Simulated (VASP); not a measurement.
Wanted: the native input for a VASP 6.6.1 run.

* Task: single point
* Functional: PBE
* Potentials or basis: VASP PAW PBE potentials, release 64 (Zn, Cl)
* Cutoff: 520 eV
* k mesh: 4 × 4 × 4
* Occupations: gaussian, width 0.1 eV
* Spin: no spin polarisation
* Dipole correction: no
* Further INCAR settings: ALGO = Normal; EDIFF = 1e-06; NBANDS = 28

The structure of ZnCl4 lies in POSCAR:

```
ZnCl4
1.0
   -3.2104600600      3.2104600600      3.2104600600
    3.2104600600     -3.2104600600      3.2104600600
    3.2104600600      3.2104600600     -3.2104600600
Zn Cl
1 4
Direct
    0.0000000000      0.0000000000      0.0000000000
    0.0000000000      0.0000000000      0.5000000000
    0.0000000000      0.5000000000      0.0000000000
    0.5000000000      0.0000000000      0.0000000000
    0.5000000000      0.5000000000      0.5000000000
```

The cell was built from a structure type or drawn by symmetry, and may not be a known phase.

The input as run:

INCAR

```
SYSTEM = ZnCl4
ALGO     = Normal         ! electronic algorithm
EDIFF    = 1E-6           ! SCF threshold, eV
ENCUT    = 520            ! plane-wave cutoff, eV
GGA      = PE             ! functional
ISIF     = 2              ! what is computed and relaxed
ISMEAR   = 0              ! smearing method
LASPH    = .True.         ! aspherical terms in the spheres
LCHARG   = .False.        ! write CHGCAR
LREAL    = .False.        ! projectors in reciprocal space
LWAVE    = .False.        ! write WAVECAR
NBANDS   = 28             ! bands
NELM     = 100            ! most SCF steps
PREC     = Accurate       ! precision mode
SIGMA    = 0.1            ! smearing width, eV
```

KPOINTS

```
k-points
0
Gamma
  4 4 4
  0 0 0
```

Potentials or basis: VASP PAW PBE potentials, release 64 (Zn, Cl).

Command:

```sh
$ cat potpaw_PBE.64/Zn/POTCAR potpaw_PBE.64/Cl/POTCAR > POTCAR
$ mpirun -np 1 vasp_std > vasp.out
```

Results of the run:

The pressure is -3.8 GPa and the band gap on the k mesh is zero (bands 20 and 21 overlap by 1.39 eV).

Caveat: the cell stands under tension.

Run time: 21 s on 1 thread of AMD EPYC 9R45 96-Core Processor (Zen 5) (shared host), peak memory 0.22 GiB.
